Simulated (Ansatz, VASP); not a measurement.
Two plane-wave programs on Ir4Pt3

```xyz
7
Lattice="0.0000 4.4146 4.4146 4.4146 0.0000 4.4146 4.4146 4.4146 0.0000" Properties=species:S:1:pos:R:3 pbc="T T T"
Ir    1.3426    1.3426    1.3426
Ir    3.0720    3.0720    1.3426
Ir    3.0720    1.3426    3.0720
Ir    1.3426    3.0720    3.0720
Pt    6.6219    6.6219    6.6219
Pt    0.0000    0.0000    0.0000
Pt    4.4146    4.4146    4.4146
```

Alike in both runs: functional PBE; k mesh 4 × 4 × 4; occupations gaussian, width 0.2 eV; no spin polarisation.

Ansatz relaxed the structure, and its values are those at the end. VASP's run is a single point on that final structure, the one shown.

|  | VASP | Ansatz |
| --- | --- | --- |
| version | VASP 6.6.1 | Ansatz 0.2.0 |
| potentials or method | VASP PAW PBE potentials, release 64 (Ir_sv_GW, Pt_sv_GW), cutoff 570 eV | scalar-relativistic, plane waves, PAW |
| valence electrons in the cell | 122 | 122 |

|  | VASP | Ansatz | Ansatz less VASP |
| --- | --- | --- | --- |
| gap on the k mesh at the Fermi level (eV) | none | none | - |
| pressure (GPa) | -1.0 | -0.1 | +0.90 |
| rms of the force components (eV/Å) | 0.003 | 0.000 | -0.0032 |

A gap of «none» marks a metal or a gap that the smearing closes.

Neither program's run includes spin-orbit coupling.
